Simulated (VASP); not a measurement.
CaS (Oldhamite), 2 atoms in the cell. It takes space group Fm-3m (No. 225, cubic). The conventional cell has a = 5.696 Å, b = 5.696 Å, c = 5.696 Å, α = 90.00°, β = 90.00°, γ = 90.00°. Ca (site symmetry m-3m) has 6 S at 2.85 Å within 3.8 Å. S (site symmetry m-3m) has 6 Ca at 2.85 Å within 3.8 Å. 

* Program: VASP 6.6.1
* Task: single point
* Functional: r2SCAN
* Potentials or basis: VASP PAW PBE potentials, release 64 (Ca_sv, S)
* Cutoff: 550 eV
* k mesh: 8 × 8 × 8
* Occupations: gaussian, width 0.02 eV
* Spin: no spin polarisation
* Dipole correction: no
* Further INCAR settings: ALGO = Normal; EDIFF = 1e-06; NBANDS = 15

Potentials or basis: VASP PAW PBE potentials, release 64 (Ca_sv, S).

Launch:

```sh
$ cat potpaw_PBE.64/Ca_sv/POTCAR potpaw_PBE.64/S/POTCAR > POTCAR
$ cp INCAR.step1 INCAR
$ mpirun -np 1 vasp_std > vasp.out
$ cp INCAR.step2 INCAR
$ mpirun -np 1 vasp_std > vasp.out
```

Hardware: 1 thread of Intel Xeon 6975P-C (shared host).

Question: Estimate the wall time of this run.

Answer: Run time: 71 s on 1 thread of Intel Xeon 6975P-C, on a shared host, peak memory 0.19 GiB. Counts: k points 29.
